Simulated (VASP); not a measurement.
Set up this calculation in VASP 6.6.1, as the native input.

| Property | Result |
| --- | --- |
| Task | single point |
| Functional | BLYP |
| Potentials or basis | VASP PAW PBE potentials, release 64 (Sc_sv) |
| Cutoff | 520 eV |
| k mesh | 9 × 9 × 9 |
| Occupations | fermi-dirac, width 0.1 eV |
| Spin | no spin polarisation |
| Dipole correction | no |
| Further INCAR settings | ALGO = Normal; EDIFF = 1e-06; NBANDS = 18 |

The structure of Sc lies in POSCAR:

```
Sc
1.0
    0.0000000000      3.4895331642      3.4895331642
    3.4895331642      0.0000000000      3.4895331642
    3.4895331642      3.4895331642      0.0000000000
Sc
2
Direct
    0.1250000000      0.1250000000      0.1250000000
    0.8750000000      0.8750000000      0.8750000000
```

This isn't the form of Sc at room conditions, which is hcp.

The input as run:

INCAR

```
PREC = Accurate
ENCUT = 520
EDIFF = 1E-6
ISMEAR = -1
SIGMA = 0.1
LREAL = F
LASPH = T
NELM = 60
ALGO = Normal
ISIF = 2
LWAVE = F
LCHARG = T
GGA = B5
ALDAX = 1.0
AGGAX = 1.0
AGGAC = 1.0
ALDAC = 0.0
LELF = T
LVHAR = T
NBANDS = 18
```

KPOINTS

```
Automatic mesh
0
Gamma
  9 9 9
```

Potentials or basis: VASP PAW PBE potentials, release 64 (Sc_sv).

The run is started by

```console
$ cat potpaw_PBE.64/Sc_sv/POTCAR > POTCAR
$ mpirun -np 1 vasp_std > vasp.out
```

Results of the run:

* Pressure: -0.3 GPa
* Band gap on the k mesh: zero (bands 11 and 12 overlap by 0.63 eV)

Caveat: the PAW data sets were made with another functional, which shifts forces and pressure a little.

It took 43 s on 1 thread of Intel(R) Xeon(R) 6975P-C (Granite Rapids), with other jobs on the host, peak memory 0.24 GiB.
